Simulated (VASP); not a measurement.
Input of a VASP 6.6.1 run:

INCAR

```
PREC = Accurate ; ENCUT = 520
EDIFF = 1E-6 ; ISMEAR = 0
SIGMA = 0.15 ; LREAL = F
LASPH = T ; NELM = 80
ALGO = Fast ; ISIF = 2
LWAVE = F ; LCHARG = F
GGA = PE ; NBANDS = 11
```

The input KPOINTS:

```
regular mesh
0
Gamma
  22 22 22
```

The input POSCAR:

```
Pt
1.0
    0.0000000000      2.0367108130      1.8853831996
    2.0367108130      0.0000000000      1.8853831996
    2.0367108130      2.0367108130      0.0000000000
Pt
1
Direct
    0.0000000000      0.0000000000      0.0000000000
```

Potentials or basis: VASP PAW PBE potentials, release 64 (Pt).

Launch:

```console
$ cat potpaw_PBE.64/Pt/POTCAR > POTCAR
$ mpirun -np 1 vasp_std > vasp.out
```

Task: Estimate the band gap on the k mesh.

Result: Zero (band 5 reaches 11.31 eV, above the bottom of band 6 at 8.87 eV).

Task: What does it give for the pressure?

Result: 0.1 GPa.

Stress tensor (GPa, compression positive):
```
-1.53  0.00  0.00
 0.00 -1.53  0.00
 0.00  0.00  3.21
```

Caveat: spin-orbit coupling is left out, which moves the levels of the heavy elements.
